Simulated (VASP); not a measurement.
Here is a VASP 6.6.1 calculation.

File INCAR:

```
ALGO = Normal
EDIFF = 1E-6
ENCUT = 500
GGA = LIBXC
GGA_COMPAT = False
ISIF = 2
ISMEAR = 1
LASPH = True
LCHARG = True
LELF = True
LIBXC1 = GGA_X_PBE_SOL
LIBXC2 = LDA_C_PW
LREAL = False
LVHAR = True
LWAVE = False
NBANDS = 19
NELM = 120
PREC = Accurate
SIGMA = 0.1
```

Contents of KPOINTS:

```
k-points
0
Gamma
  6 6 6
```

The input POSCAR:

```
Cd
1.0
    0.0000000000      2.7964053936      2.7964053936
    2.7964053936      0.0000000000      2.7964053936
    2.7964053936      2.7964053936      0.0000000000
Cd
2
Direct
    1.0000000000      1.0000000000      1.0000000000
    0.2500000000      0.2500000000      0.2500000000
```

Potentials or basis: VASP PAW PBE potentials, release 64 (Cd).

Run with:

```bash
$ cat potpaw_PBE.64/Cd/POTCAR > POTCAR
$ mpirun -np 1 vasp_std > vasp.out
```

(1) Predict the band gap on the k mesh.

(2) Predict the pressure.

Answers

(1) zero (bands 12 and 13 overlap by 8.32 eV).

(2) 41.7 GPa.

Caveat: the cell stands under pressure; the PAW data sets were made with another functional, which shifts forces and pressure a little.
